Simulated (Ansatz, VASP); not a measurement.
Pt in VASP and in Ansatz

The input INCAR:

```
SYSTEM = Pt
ALGO = Fast
EDIFF = 1E-6
ENCUT = 520
GGA = CA
ISIF = 2
ISMEAR = 0
LASPH = .TRUE.
LCHARG = .FALSE.
LREAL = .FALSE.
LWAVE = .FALSE.
NBANDS = 28
NELM = 60
PREC = Accurate
SIGMA = 0.15
```

KPOINTS

```
k-points
0
G
  18 18 6
  0 0 0
```

POSCAR

```
Pt
1.0
    2.7082945870      0.0000000000      0.0000000000
   -1.3541472935      2.3454519133      0.0000000000
    0.0000000000      0.0000000000      9.3530207388
Pt
4
Direct
    0.6297512637      0.3555039008      0.3750000000
    0.6297512637      0.3555039008      0.8750000000
    0.3702487363      0.6444960992      0.1250000000
    0.3702487363      0.6444960992      0.6250000000
```

Input for Ansatz:

```yaml
crystal:
  lattice:
    - [2.708294587, 0.0, 0.0]
    - [-1.3541472935, 2.3454519133, 0.0]
    - [0.0, 0.0, 9.3530207388]
  atoms:
    - { symbol: Pt, position: [0.6297512637, 0.3555039008, 0.375] }
    - { symbol: Pt, position: [0.6297512637, 0.3555039008, 0.875] }
    - { symbol: Pt, position: [0.3702487363, 0.6444960992, 0.125] }
    - { symbol: Pt, position: [0.3702487363, 0.6444960992, 0.625] }
basis:
  ecutwfc: 420
kpoints:
  mp_grid: { grid: [18, 18, 6] }
hamiltonian:
  xc: lda
  pseudopotentials: { kind: paw, azcp: { folder: soft_1 } }
scf:
  occupations: { method: gaussian, width: 0.15 }
output:
  forces: true
  stress: true
  eigenvalues: true
```

Change from the starting cell: mode 1 frozen in at -0.130 Å and mode 2 at +0.052 Å (largest displacements).

Alike in both runs: task single point; functional LDA; k mesh 18 × 18 × 6; occupations gaussian, width 0.15 eV; no spin polarisation.

|  | VASP | Ansatz |
| --- | --- | --- |
| version | VASP 6.6.1 | Ansatz 0.2.0 |
| potentials or method | VASP PAW LDA potentials, release 64 (Pt), cutoff 520 eV | scalar-relativistic, plane waves, PAW |
| valence electrons in the cell | 40 | 72 |

Ansatz gave:

| Quantity | Value |
| --- | --- |
| gap on the k mesh at the Fermi level (eV) | none |
| pressure (GPa) | 1.3 |
| traceless stress, the component that is largest in VASP (GPa) | 2.59 |
| rms of the force components (eV/Å) | 0.140 |

Which values does VASP return?

gap on the k mesh at the Fermi level (eV): none; pressure (GPa): 2.1; traceless stress, the component that is largest in VASP (GPa): 2.31; rms of the force components (eV/Å): 0.144.

Ansatz warns that its potentials were made for another functional, while VASP's fit it. LDA's correlation is that of Perdew and Zunger in VASP and of Perdew and Wang (1992) in Ansatz. Atom by atom the forces differ by 0.004 eV/Å (rms over components). A gap of «none» marks a metal or a gap that the smearing closes. VASP's potentials hold 40 valence electrons a cell and Ansatz's 72, so a difference there can come from the potentials and not from the codes.

Spin-orbit coupling is off throughout.
